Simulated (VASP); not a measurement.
# B (P4_2/mmc) in VASP: notebook

Runs on B. Level: PBE. Tasks: relaxation of cell and atoms.

All numbers are computed with VASP 6.6.1; they aren't measurements. Logs are shortened: lines on timing, memory, paths and dates and some standing lists are left out, and cuts for length are marked.

### Step 1. The cell of the first run

It takes space group P4_2/mmc (No. 131, tetragonal). Conventional cell: a = 3.839 Å, b = 3.839 Å, c = 4.742 Å, α = 90.00°, β = 90.00°, γ = 90.00°. B (site symmetry m) has 5 B at 1.67 to 2.16 Å within 2.2 Å.

### Step 2. Relaxation of cell and atoms, PBE

INCAR

```
ALGO     = Normal         # electronic algorithm
EDIFF    = 1E-6           # SCF threshold, eV
EDIFFG   = -0.04          # ionic threshold
ENCUT    = 600            # plane-wave cutoff, eV
GGA      = PE             # functional
IBRION   = 2              # ionic algorithm
ISIF     = 3              # what is computed and relaxed
ISMEAR   = 0              # smearing method
LASPH    = True           # aspherical terms in the spheres
LCHARG   = False          # write CHGCAR
LREAL    = False          # projectors in reciprocal space
LWAVE    = False          # write WAVECAR
NELM     = 80             # most SCF steps
NSW      = 90             # ionic steps
PREC     = Accurate       # precision mode
SIGMA    = 0.1            # smearing width, eV
```

KPOINTS

```
k-points
0
Gamma
  4 4 4
```

POSCAR

```
B
1.0
    3.8390553400      0.0000000000      0.0000000000
    0.0000000000      3.8390553400      0.0000000000
    0.0000000000      0.0000000000      4.7416385200
B
8
Direct
    0.7819384900      0.5000000000      0.1809069100
    0.5000000000      0.7819384900      0.6809069100
    0.5000000000      0.2180615100      0.6809069100
    0.7819384900      0.5000000000      0.8190930900
    0.2180615100      0.5000000000      0.8190930900
    0.2180615100      0.5000000000      0.1809069100
    0.5000000000      0.7819384900      0.3190930900
    0.5000000000      0.2180615100      0.3190930900
```

Potentials or basis: VASP PAW PBE potentials, release 64 (B).

On the command line:

```
$ cat potpaw_PBE.64/B/POTCAR > POTCAR
$ mpirun -np 1 vasp_std > vasp.out
```

OUTCAR:

```text
EDIFF = 1E-6
   EDIFFG = -0.04
   ENCUT = 600
   GGA = PE
   IBRION = 2
   ISIF = 3
   ISMEAR = 0
   LASPH = True
   LREAL = False
   NELM = 80
   NSW = 90
   PREC = Accurate

 ion  position               nearest neighbor table
   1  0.782  0.500  0.181-   7 1.67   8 1.67   6 1.67   4 1.72   6 2.16
   2  0.500  0.782  0.681-   4 1.67   5 1.67   3 1.67   7 1.72   3 2.16
   3  0.500  0.218  0.681-   4 1.67   5 1.67   2 1.67   8 1.72   2 2.16
   4  0.782  0.500  0.819-   2 1.67   3 1.67   5 1.67   1 1.72   5 2.16
   5  0.218  0.500  0.819-   2 1.67   3 1.67   4 1.67   6 1.72   4 2.16
   6  0.218  0.500  0.181-   7 1.67   8 1.67   1 1.67   5 1.72   1 2.16
   7  0.500  0.782  0.319-   1 1.67   6 1.67   8 1.67   2 1.72   8 2.16
   8  0.500  0.218  0.319-   1 1.67   6 1.67   7 1.67   3 1.72   7 2.16

  LATTYP: Found a simple tetragonal cell.
 ALAT       =     3.8390553400
 C/A-ratio  =     1.2351055403

  Lattice vectors:

 A1 = (   3.8390553400,   0.0000000000,   0.0000000000)
 A2 = (   0.0000000000,   3.8390553400,   0.0000000000)
 A3 = (   0.0000000000,   0.0000000000,   4.7416385200)

Analysis of symmetry for initial positions (statically):
=====================================================================
 Subroutine PRICEL returns:
 Original cell was already a primitive cell.

 Routine SETGRP: Setting up the symmetry group for a
 simple tetragonal supercell.

 Subroutine GETGRP returns: Found 16 space group operations
 (whereof  8 operations were pure point group operations)
 out of a pool of 16 trial point group operations.

The static configuration has the point symmetry D_2h.
 The point group associated with its full space group is D_4h.

Analysis of symmetry for dynamics (positions and initial velocities):
=====================================================================
 Subroutine PRICEL returns:
 Original cell was already a primitive cell.

 Routine SETGRP: Setting up the symmetry group for a
 simple tetragonal supercell.

 Subroutine GETGRP returns: Found 16 space group operations
 (whereof  8 operations were pure point group operations)
 out of a pool of 16 trial point group operations.

The dynamic configuration has the point symmetry D_2h.
 The point group associated with its full space group is D_4h.

 Subroutine INISYM returns: Found 16 space group operations
 (whereof  8 operations are pure point group operations),
 and found     1 'primitive' translations

----------------------------------------------------------------------------------------

                                     Primitive cell

  volume of cell :      69.8839

  direct lattice vectors                    reciprocal lattice vectors
     3.839055340  0.000000000  0.000000000     0.260480746  0.000000000  0.000000000
     0.000000000  3.839055340  0.000000000     0.000000000  0.260480746  0.000000000
     0.000000000  0.000000000  4.741638520     0.000000000  0.000000000  0.210897561

  length of vectors
     3.839055340  3.839055340  4.741638520     0.260480746  0.260480746  0.210897561

  position of ions in fractional coordinates (direct lattice)
     0.781938490  0.500000000  0.180906910
     0.500000000  0.781938490  0.680906910
     0.500000000  0.218061510  0.680906910
     0.781938490  0.500000000  0.819093090
     0.218061510  0.500000000  0.819093090
     0.218061510  0.500000000  0.180906910
     0.500000000  0.781938490  0.319093090
     0.500000000  0.218061510  0.319093090

  ion indices of the primitive-cell ions
   primitive index   ion index
                 1           1
                 2           2
                 3           3
                 4           4
                 5           5
                 6           6
                 7           7
                 8           8

----------------------------------------------------------------------------------------

 KPOINTS: k-points

Automatic generation of k-mesh.
 Grid dimensions read from file:
 generate k-points for:    4    4    4

 Generating k-lattice:

  Cartesian coordinates                     Fractional coordinates (reciprocal lattice)
     0.065120187  0.000000000  0.000000000     0.250000000  0.000000000  0.000000000
     0.000000000  0.065120187  0.000000000     0.000000000  0.250000000  0.000000000
     0.000000000  0.000000000  0.052724390     0.000000000  0.000000000  0.250000000

  Length of vectors
     0.065120187  0.065120187  0.052724390

  Shift w.r.t. Gamma in fractional coordinates (k-lattice)
     0.000000000  0.000000000  0.000000000

 Subroutine IBZKPT returns following result:
 ===========================================

 Found     18 irreducible k-points:

 Following reciprocal coordinates:
            Coordinates               Weight
  0.000000  0.000000  0.000000      1.000000
  0.250000  0.000000  0.000000      4.000000
  0.500000  0.000000  0.000000      2.000000
  0.250000  0.250000  0.000000      4.000000
  0.500000  0.250000  0.000000      4.000000
  0.500000  0.500000  0.000000      1.000000
[... 10 lines left out ...]
  0.500000  0.250000  0.500000      4.000000
  0.500000  0.500000  0.500000      1.000000
   k-points           NKPTS =     18   k-points in BZ     NKDIM =     18   number of bands    NBANDS=     17
   number of dos      NEDOS =    301   number of ions     NIONS =      8
   total plane-waves  NPLWV =  40960
   dimension x,y,z NGX =    32 NGY =   32 NGZ =   40
   dimension x,y,z NGXF=    64 NGYF=   64 NGZF=   80
   ions per type =               8
   NGX,Y,Z   is equivalent  to a cutoff of  13.86, 13.86, 14.02 a.u.
   NGXF,Y,Z  is equivalent  to a cutoff of  27.71, 27.71, 28.05 a.u.
 SYSTEM =  unknown system
   PREC   = accura    normal or accurate (medium, high low for compatibility)
   ISTART =      0    job   : 0-new  1-cont  2-samecut
   ICHARG =      2    charge: 1-file 2-atom 10-const
   ISPIN  =      1    spin polarized calculation?
   LNONCOLLINEAR =      F non collinear calculations
   LSORBIT =      F    spin-orbit coupling
   LASPH  =      T    aspherical Exc in radial PAW
   ENCUT  =  600.0 eV  44.10 Ry    6.64 a.u.   7.67  7.67  9.47*2*pi/ulx,y,z
   NELM   =     80;   NELMIN=  2; NELMDL= -5     # of ELM steps
   EDIFF  = 0.1E-05   stopping-criterion for ELM
   LREAL  =      F    real-space projection
   EDIFFG = -.4E-01   stopping-criterion for IOM
   NSW    =     90    number of steps for IOM
   IBRION =      2    ionic relax: 0-MD 1-quasi-New 2-CG
   NFREE  =      1    steps in history (QN), initial steepest desc. (CG)
   ISIF   =      3    stress and relaxation
   ISYM   =      2    0-nonsym 1-usesym 2-fastsym
   POTIM  = 0.5000    time-step for ionic-motion
   TEBEG  =    0.0;   TEEND  =   0.0 temperature during run
   PSTRESS=    0.0 pullay stress
   NELECT =      24.0000    total number of electrons
   NUPDOWN=      -1.0000    fix difference up-down
   EMIN   =  10.00;   EMAX   =-10.00  energy-range for DOS
   EFERMI =   0.00;   METHOD = LEGACY
   ISMEAR =     0;   SIGMA  =   0.10  broadening in eV -4-tet -1-fermi 0-gaus
   EFERMI_NEDOS =   21; number of points for ismear=-14 and -15
   IALGO  =     38    algorithm
   IMIX   =      4    mixing-type and parameters
     AMIX     =   0.40;   BMIX     =  1.00
     AMIX_MAG =   1.60;   BMIX_MAG =  1.00
  volume/ion in A,a.u.               =       8.74        58.95
  Fermi-wavevector in a.u.,A,eV,Ry     =   1.146444  2.166465 17.882598  1.314334
  Thomas-Fermi vector in A             =   2.283128
   LORBIT       =      0    0 simple, 1 ext, 2 COOP (PROOUT), +10 PAW based schemes
   GGA     = PE    functional components
   LHFCALC =     F    Hartree Fock is set to
   AEXX    =    0.0000 exact exchange contribution
   IVDW    =     0    specifies the selected vdW correction
   LEPSILON=     F    determine dielectric tensor
   LRPA    =     F    only Hartree local field effects (RPA)
 conjugate gradient relaxation of ions
 non-spin polarized calculation
 Gauss-broadening in eV      SIGMA  =   0.10
  energy-cutoff  :      600.00
  volume of cell :       69.88
 maximum number of plane-waves:      2347
 NGX is ok and might be reduce to    32
   NGX = 15   NGY = 15   NGZ = 19

--------------------------------------- Ionic step        1  -------------------------------------------

 number of electron      24.0000001 magnetization

 Free energy of the ion-electron system (eV)
  ---------------------------------------------------
  ext. energy  EPLUGINS =         0.00000000
  ---------------------------------------------------
  free energy    TOTEN  =       -44.11926713 eV

  energy without entropy =      -44.09759434  energy(sigma->0) =      -44.10843074

------------------------ aborting loop because EDIFF is reached ----------------------------------------

  FORCE on cell =-STRESS in cart. coord.  units (eV):
  Direction    XX          YY          ZZ          XY          YZ          ZX
  --------------------------------------------------------------------------------------
  -------------------------------------------------------------------------------------
  Total        9.5550489      9.5550489      8.7075851      0.0000000      0.0000000      0.0000000
  in kB      219.0616272    219.0616272    199.6324434      0.0000000      0.0000000      0.0000000
  external PRESSURE =     212.5852326 kB  Pullay stress =       0.0000000 kB
[... 29 lines left out ...]
--------------------------------------- Ionic step        2  -------------------------------------------

 number of electron      24.0000000 magnetization

 E-fermi :   2.1347     XC(G=0):  -9.9474

 val. band max:        2.1241777765   @ k =   0.5000   0.0000   0.0000
 cond. band min:       2.1595760325   @ k =   0.5000   0.2500   0.0000
 fundamental gap:      0.0353982561
 Fermi energy:         2.1347395458

 k-point     1 :       0.0000    0.0000    0.0000
  band No.  band energies     occupation
      1     -10.3273      2.00000
      2      -6.6706      2.00000
      3      -6.0734      2.00000
      4      -3.8555      2.00000
      5      -2.4954      2.00000
      6      -2.4954      2.00000
[... 426 lines left out ...]
  FREE ENERGIE OF THE ION-ELECTRON SYSTEM (eV)
  ---------------------------------------------------
  free  energy   TOTEN  =       -44.7365937721 eV

  energy  without entropy=      -44.7145668566  energy(sigma->0) =      -44.72558031

[... ionic steps 4 to 8 ...]

--------------------------------------- Ionic step        9  -------------------------------------------

 number of electron      24.0000000 magnetization

------------------------ aborting loop because EDIFF is reached ----------------------------------------
[... 79 lines left out ...]
--------------------------------------- Ionic step       11  -------------------------------------------

 number of electron      24.0000000 magnetization

 Free energy of the ion-electron system (eV)
  ---------------------------------------------------
  ext. energy  EPLUGINS =         0.00000000
  ---------------------------------------------------
  free energy    TOTEN  =       -44.80120003 eV

  energy without entropy =      -44.77902905  energy(sigma->0) =      -44.79011454

 E-fermi :   2.5200     XC(G=0): -10.1466

 val. band max:        2.4518325274   @ k =   0.2500   0.0000   0.2500
 cond. band min:       2.5625320736   @ k =   0.5000   0.2500   0.5000
 fundamental gap:      0.1106995462
 Fermi energy:         2.5200155844

 k-point     1 :       0.0000    0.0000    0.0000
  band No.  band energies     occupation
      1     -10.4162      2.00000
      2      -6.0813      2.00000
      3      -5.9971      2.00000
      4      -3.6981      2.00000
      5      -2.4230      2.00000
      6      -2.4230      2.00000
[... 384 lines left out ...]
  FREE ENERGIE OF THE ION-ELECTRON SYSTEM (eV)
  ---------------------------------------------------
  free  energy   TOTEN  =       -44.8012000336 eV

  energy  without entropy=      -44.7790290457  energy(sigma->0) =      -44.79011454

 reached required accuracy - stopping structural energy minimisation
```

Run time: 3.8 min. Hardware: 1 thread of AMD EPYC 7R13, shared host; peak memory 0.16 GiB.

What came out:

* Free energy: -44.8012 eV
* Relaxed volume: 9.77 Å³/atom
* Relaxed cell: a = 4.013 Å, b = 4.013 Å, c = 4.854 Å, α = 90.00°, β = 90.00°, γ = 90.00°
* Space group after relaxing (to 0.05 Å): P4_2/mmc (No. 131)
* Energy gained by relaxing: 85.2 meV/atom
* Ionic steps: 11
* Pressure after relaxing: -0.2 GPa
* Largest force after relaxing: 0.012 eV/Å
* Band gap on the k mesh: zero (band 12 reaches 3.78 eV, above the bottom of band 13 at 2.17 eV)

Forces on the atoms (eV/Å):
```
B   -0.007  0.000  0.010
B    0.000 -0.007  0.010
B    0.000  0.007  0.010
B   -0.007  0.000 -0.010
B    0.007  0.000 -0.010
B    0.007  0.000  0.010
B    0.000 -0.007 -0.010
B    0.000  0.007 -0.010
```

The path:
```tsv
step	energy change (eV)	largest force (eV/Å)	pressure (GPa)	volume (Å³)
1	0.0000	1.3276	21.26	69.88
2	-0.3843	1.3328	-5.06	82.27
3	-0.6173	0.5594	2.98	77.03
4	-0.6495	0.2494	-2.39	79.79
5	-0.6637	0.0752	-0.59	78.78
6	-0.6675	0.0803	-0.15	78.48
7	-0.6702	0.1173	0.66	77.93
8	-0.6727	0.0963	0.57	77.93
9	-0.6767	0.0910	0.33	77.91
10	-0.6804	0.0516	0.03	78.03
11	-0.6819	0.0119	-0.23	78.16
```

Final structure:
```
CELL_PARAMETERS angstrom
4.01292 0.00000 0.00000
0.00000 4.01292 0.00000
0.00000 0.00000 4.85362
ATOMIC_POSITIONS crystal
B 0.79117 0.50000 0.18949
B 0.50000 0.79117 0.68949
B 0.50000 0.20883 0.68949
B 0.79117 0.50000 0.81051
B 0.20883 0.50000 0.81051
B 0.20883 0.50000 0.18949
B 0.50000 0.79117 0.31051
B 0.50000 0.20883 0.31051
```

Caveat: the k points lie up to 0.39 Å⁻¹ apart in the final cell.

(Part 1 of 2 ends here.)
